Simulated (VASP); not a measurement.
# InAs in VASP: a series of runs, part 2 of 2

VASP 6.6.1. Earlier steps stand in the parts before.

**5. Relaxation of cell and atoms, PBEsol**

Input file INCAR:

```
SYSTEM = InAs
PREC = Accurate ; ENCUT = 600
EDIFF = 1E-7 ; ISMEAR = 0
SIGMA = 0.1 ; LREAL = .FALSE.
LASPH = .TRUE. ; NELM = 80
ALGO = Normal ; ISIF = 3
LWAVE = .FALSE. ; LCHARG = .FALSE.
GGA = PS ; IBRION = 2
NSW = 100 ; EDIFFG = -0.005
```

Input file KPOINTS:

```
regular mesh
0
G
  12 12 12
  0 0 0
```

Input file POSCAR:

```
InAs
1.0
    0.0000000000      2.8773040000      2.8773040000
    2.8773040000      0.0000000000      2.8773040000
    2.8773040000      2.8773040000      0.0000000000
In As
1 1
Direct
    0.5000000000      0.5000000000      0.5000000000
    0.0000000000      0.0000000000      0.0000000000
```

Potentials or basis: VASP PAW PBE potentials, release 64 (In_d, As).

Launch:

```bash
$ cat potpaw_PBE.64/In_d/POTCAR potpaw_PBE.64/As/POTCAR > POTCAR
$ mpirun -np 1 vasp_std > vasp.out
```

OUTCAR:

```text
SYSTEM = InAs
   PREC = Accurate
   ENCUT = 600
   EDIFF = 1E-7
   ISMEAR = 0
   LREAL = .FALSE.
   LASPH = .TRUE.
   NELM = 80
   ISIF = 3
   GGA = PS
   IBRION = 2
   NSW = 100
   EDIFFG = -0.005

 ion  position               nearest neighbor table
   1  0.500  0.500  0.500-   2 2.88   2 2.88   2 2.88   2 2.88   2 2.88   2 2.88
   2  0.000  0.000  0.000-   1 2.88   1 2.88   1 2.88   1 2.88   1 2.88   1 2.88

  LATTYP: Found a face centered cubic cell.
 ALAT       =     5.7546080000

  Lattice vectors:

 A1 = (   0.0000000000,   2.8773040000,   2.8773040000)
 A2 = (   2.8773040000,   0.0000000000,   2.8773040000)
 A3 = (   2.8773040000,   2.8773040000,   0.0000000000)

Analysis of symmetry for initial positions (statically):
=====================================================================
 Subroutine PRICEL returns:
 Original cell was already a primitive cell.

 Routine SETGRP: Setting up the symmetry group for a
 face centered cubic supercell.

 Subroutine GETGRP returns: Found 48 space group operations
 (whereof 48 operations were pure point group operations)
 out of a pool of 48 trial point group operations.

The static configuration has the point symmetry O_h .

Analysis of symmetry for dynamics (positions and initial velocities):
=====================================================================
 Subroutine PRICEL returns:
 Original cell was already a primitive cell.

 Routine SETGRP: Setting up the symmetry group for a
 face centered cubic supercell.

 Subroutine GETGRP returns: Found 48 space group operations
 (whereof 48 operations were pure point group operations)
 out of a pool of 48 trial point group operations.

The dynamic configuration has the point symmetry O_h .

 Subroutine INISYM returns: Found 48 space group operations
 (whereof 48 operations are pure point group operations),
 and found     1 'primitive' translations

----------------------------------------------------------------------------------------

                                     Primitive cell
[... 136 lines left out ...]
  ---------------------------------------------------
  ext. energy  EPLUGINS =         0.00000000
  ---------------------------------------------------
  free energy    TOTEN  =        -8.18695850 eV

  energy without entropy =       -8.17946860  energy(sigma->0) =       -8.18321355

------------------------ aborting loop because EDIFF is reached ----------------------------------------

  FORCE on cell =-STRESS in cart. coord.  units (eV):
  Direction    XX          YY          ZZ          XY          YZ          ZX
  --------------------------------------------------------------------------------------
  -------------------------------------------------------------------------------------
  Total       -0.9652316     -0.9652316     -0.9652316      0.0000000      0.0000000      0.0000000
  in kB      -32.4604742    -32.4604742    -32.4604742      0.0000000      0.0000000      0.0000000
  external PRESSURE =     -32.4604742 kB  Pullay stress =       0.0000000 kB
[... 59 lines left out ...]
--------------------------------------- Ionic step        3  -------------------------------------------

 number of electron      17.9999997 magnetization

 Free energy of the ion-electron system (eV)
  ---------------------------------------------------
  ext. energy  EPLUGINS =         0.00000000
  ---------------------------------------------------
  free energy    TOTEN  =        -8.21228142 eV

  energy without entropy =       -8.20500505  energy(sigma->0) =       -8.20864323

 E-fermi :   6.3004     XC(G=0): -10.4851

 val. band max:        6.2778578133   @ k =   0.2500   0.0000   0.0000
 cond. band min:       6.3248714319   @ k =   0.4167   0.2500   0.0000
 fundamental gap:      0.0470136186
 Fermi energy:         6.3003882544

 k-point     1 :       0.0000    0.0000    0.0000
  band No.  band energies     occupation
      1      -7.9452      2.00000
      2      -7.9452      2.00000
      3      -7.9209      2.00000
      4      -7.9209      2.00000
      5      -7.9209      2.00000
      6      -6.1105      2.00000
      7       6.0067      1.99997
      8       6.1373      1.97894
      9       6.1373      1.97894
     10       6.1373      1.97894
     11      13.5500      0.00000
     12      13.5500      0.00000
     13      13.5500      0.00000
[... 354 lines left out ...]
  band No.  band energies     occupation
      1      -8.0608      2.00000
      2      -7.9900      2.00000
      3      -7.9175      2.00000
      4      -7.8726      2.00000
      5      -7.8540      2.00000
      6      -3.9999      2.00000
      7      -0.0904      2.00000
      8       4.3305      2.00000
      9       5.9122      2.00000
     10       7.9625      0.00000
     11      10.5563      0.00000
     12      10.6932      0.00000
     13      13.5507      0.00000

 [... further k-points ...]

------------------------ aborting loop because EDIFF is reached ----------------------------------------

  FORCE on cell =-STRESS in cart. coord.  units (eV):
  Direction    XX          YY          ZZ          XY          YZ          ZX
  --------------------------------------------------------------------------------------
  -------------------------------------------------------------------------------------
  Total       -0.0003013     -0.0003013     -0.0003013      0.0000000      0.0000000      0.0000000
  in kB       -0.0106671     -0.0106671     -0.0106671      0.0000000      0.0000000      0.0000000
  external PRESSURE =      -0.0106671 kB  Pullay stress =       0.0000000 kB
[... 17 lines left out ...]
  FREE ENERGIE OF THE ION-ELECTRON SYSTEM (eV)
  ---------------------------------------------------
  free  energy   TOTEN  =        -8.2122814207 eV

  energy  without entropy=       -8.2050050482  energy(sigma->0) =       -8.20864323

 reached required accuracy - stopping structural energy minimisation
```

CONTCAR:

```text
InAs
   1.00000000000000
    -0.0000000000000000    2.8284597854383313    2.8284597854383313
     2.8284597854383313    0.0000000000000000    2.8284597854383313
     2.8284597854383313    2.8284597854383313    0.0000000000000000
  In              As
     1     1
Direct
     0.5000000000000000    0.5000000000000000    0.5000000000000000
     0.0000000000000000    0.0000000000000000    0.0000000000000000

  0.00000000E+00  0.00000000E+00  0.00000000E+00
  0.00000000E+00  0.00000000E+00  0.00000000E+00
```

Wall time 68 s (1 thread of AMD EPYC 9R45 (Zen 5), shared host); peak memory 0.22 GiB.

Results:

```yaml
Free_energy: -8.2123 eV
Relaxed_volume: 22.63 Å³/atom
Relaxed_cell: a = 4.000 Å, b = 4.000 Å, c = 4.000 Å, α = 60.00°, β = 60.00°, γ = 60.00°
Space_group_after_relaxing_to_0.05_Å: Fm-3m (No. 225)
Energy_gained_by_relaxing: 12.7 meV/atom
Ionic_steps: 3
Pressure_after_relaxing: 0.0 GPa
Band_gap_on_the_k_mesh: zero (band 9 reaches 6.77 eV, above the bottom of band 10 at 3.96 eV)
```

The path:
```csv
step,energy change (eV),largest force (eV/Å),pressure (GPa),volume (Å³)
1,0.0000,0.0000,-3.25,47.64
2,-0.0215,0.0000,1.44,44.39
3,-0.0253,0.0000,0.00,45.26
```

Final structure:
```
In As
1.0
     0.00000    2.82846    2.82846
     2.82846    0.00000    2.82846
     2.82846    2.82846    0.00000
In As
1 1
Direct
  0.50000 0.50000 0.50000
  0.00000 0.00000 0.00000
```

Levels at points of the mesh, in eV from the Fermi level:
```
           k point  band 6  band 7  band 8  band 9  band 10  band 11  band 12  band 13
(0.00, 0.00, 0.00)  -12.41   -0.29   -0.16   -0.16    -0.16     7.25     7.25     7.25
(0.50, 0.00, 0.00)  -10.57   -6.76    0.27    0.27     2.16     3.30     3.30     4.76
(0.50, 0.50, 0.00)   -9.53   -4.98   -2.88   -2.34    -2.34     3.78     9.63     9.63
```

Caveat: the PAW data sets were made with another functional, which shifts forces and pressure a little; spin-orbit coupling is left out, which moves the levels of the heavy elements.

**6. Overview**

```csv
task,cell,k mesh,cutoff (eV),smearing,gap on the mesh (eV),pressure (GPa)
single point,"a = 4.069 Å, angles 60.0°, 2 atoms",12 × 12 × 12,520,gaussian 0.1 eV,none,-3.1
single point,"a = 3.997 Å, angles 60.0°, 2 atoms",12 × 12 × 12,520,gaussian 0.1 eV,none,0.1
single point,"a = 3.997 Å, angles 60.0°, 2 atoms",18 × 18 × 18,520,gaussian 0.15 eV,none,0.2
relaxation of cell and atoms,"relaxed from a = 4.069 Å, angles 60.0°, 2 atoms",12 × 12 × 12,600,gaussian 0.1 eV,none,0.0
```

Alike in all rows: level PBEsol; potentials or basis VASP PAW PBE potentials, release 64 (In_d, As); no spin polarisation.

Caveats: the PAW data sets were made with another functional, which shifts forces and pressure a little; spin-orbit coupling is left out, which moves the levels of the heavy elements.

Absolute energies hang on the potentials; compare differences alone.
